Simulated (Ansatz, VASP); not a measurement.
Two plane-wave programs on C

Contents of INCAR:

```
SYSTEM = C
ALGO     = Normal         ! electronic algorithm
EDIFF    = 1E-7           ! SCF threshold, eV
EDIFFG   = -0.05          ! ionic threshold
ENCUT    = 600            ! plane-wave cutoff, eV
GGA      = PS             ! functional
IBRION   = 2              ! ionic algorithm
ISIF     = 3              ! what is computed and relaxed
ISMEAR   = 1              ! smearing method
IVDW     = 12             ! dispersion correction
LASPH    = .True.         ! aspherical terms in the spheres
LCHARG   = .False.        ! write CHGCAR
LREAL    = .False.        ! projectors in reciprocal space
LWAVE    = .False.        ! write WAVECAR
NELM     = 60             ! most SCF steps
NSW      = 80             ! ionic steps
PREC     = Accurate       ! precision mode
SIGMA    = 0.15           ! smearing width, eV
```

Contents of KPOINTS:

```
k-points
0
Gamma
  12 12 1
  0 0 0
```

Contents of POSCAR:

```
C
1.0
    2.4562300000      0.0000000000      0.0000000000
   -1.2281150000      2.1271575775      0.0000000000
    0.0000000000      0.0000000000     24.1339600000
C
4
Direct
    0.0000000000      0.0000000000      0.5704700000
    0.0000000000      0.0000000000      0.4295300000
    0.3333333333      0.6666666667      0.4295200000
    0.6666666667      0.3333333333      0.5704800000
```

Input for Ansatz:

```yaml
crystal:
  lattice:
    a: 2.45623
    b: 2.45623
    c: 24.13396
    alpha: 90.0
    beta: 90.0
    gamma: 120.0
  space_group: 164
  atoms:
    - { symbol: C, position: [0.0, 0.0, 0.57047] }
    - { symbol: C, position: [0.3333333333333333, 0.6666666666666666, 0.42952] }
kpoints:
  mp_grid:
    grid: [12, 12, 1]
    shift: [0.0, 0.0, 0.0]
hamiltonian:
  xc: pbesol
  dispersion: d3bj
scf:
  occupations:
    method: cold
    width: 0.15
relax:
  f_tol: 0.05
  cell: {}
```

Alike in both runs: task relaxation of cell and atoms; functional PBEsol; dispersion D3(BJ); k mesh 12 × 12 × 1; no spin polarisation.

|  | VASP | Ansatz |
| --- | --- | --- |
| version | VASP 6.6.1 | Ansatz 0.2.0 |
| potentials or method | VASP PAW PBE potentials, release 64 (C) | plane waves, PAW |
| plane-wave cutoff (eV) | 600 | 420 |
| occupations | methfessel-paxton of order 1, width 0.15 eV | cold, width 0.15 eV |
| valence electrons in the cell | 16 | 16 |

```csv
,VASP,Ansatz,Ansatz less VASP
relaxed volume (Å³/atom),31.60,31.53,-0.073
relaxed length of the cell vector where the two differ most in proportion (Å),24.120,24.091,-0.0282
```

VASP's potentials were made for PBE, not for PBEsol.
